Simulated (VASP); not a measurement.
Here is a VASP 6.6.1 calculation.

INCAR

```
PREC = Accurate ; ENCUT = 520
EDIFF = 1E-6 ; ISMEAR = 0
SIGMA = 0.15 ; LREAL = F
LASPH = T ; NELM = 100
ALGO = Normal ; ISIF = 2
LWAVE = F ; LCHARG = F
NBANDS = 26
```

The input KPOINTS:

```
regular mesh
0
Gamma
  10 8 6
```

The input POSCAR:

```
Si
1.0
    2.4320087326     -2.6473542549      0.0000000000
   -2.4320087326      0.0000000000     -4.5885893283
    4.8640174651      5.2947085098      0.0000000000
Si
8
Direct
    0.2702830718      0.0000000000      0.3648584641
    0.2702830718      0.0000000000      0.8648584641
    0.7297169282      0.0000000000      0.1351415359
    0.7297169282      0.0000000000      0.6351415359
    0.2255748048      0.4511496095      0.1127874024
    0.2255748048      0.4511496095      0.6127874024
    0.7744251952      0.5488503905      0.3872125976
    0.7744251952      0.5488503905      0.8872125976
```

Potentials or basis: VASP PAW LDA potentials, release 64 (Si).

Command:

```sh
$ cat potpaw_LDA.64/Si/POTCAR > POTCAR
$ mpirun -np 1 vasp_std > vasp.out
```

(1) Estimate the pressure.

(2) Predict the largest force.

(3) Estimate the band gap on the k mesh.

## Answers

(1) 0.1 GPa.

(2) 0.010 eV/Å.

(3) zero (band 16 reaches 11.18 eV, above the bottom of band 17 at 8.16 eV).
